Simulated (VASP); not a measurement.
Runs of VASP 6.6.1 on Pd. The structure is that of space group Im-3m (No. 229), or close to it. The cells are those of the table. 

```csv
task,cell,gap on the mesh (eV),pressure (GPa)
single point,"a = 2.644 Å, angles 70.5, 109.5, 70.5°, 1 atom",none,(a)
single point,"a = 2.631 Å, angles 70.5, 109.5, 70.5°, 1 atom",none,3.8
relaxation of cell and atoms,"relaxed from a = 2.676 Å, angles 70.5, 109.5, 70.5°, 1 atom",none,0.0
single point,"a = 2.658 Å, angles 70.5, 109.5, 70.5°, 1 atom",none,-2.9
```

Alike in all rows: level LDA; potentials or basis VASP PAW LDA potentials, release 64 (Pd); no spin polarisation; k mesh 10 × 10 × 10; cutoff (eV) 500; smearing fermi-dirac 0.05 eV.

Q: Fill in the values left out.

A: (a) 0.3.

A k mesh can miss the band edges, and the runs leave out spin-orbit coupling on Pd.

A gap of «none» marks levels without a gap at the run's occupations.
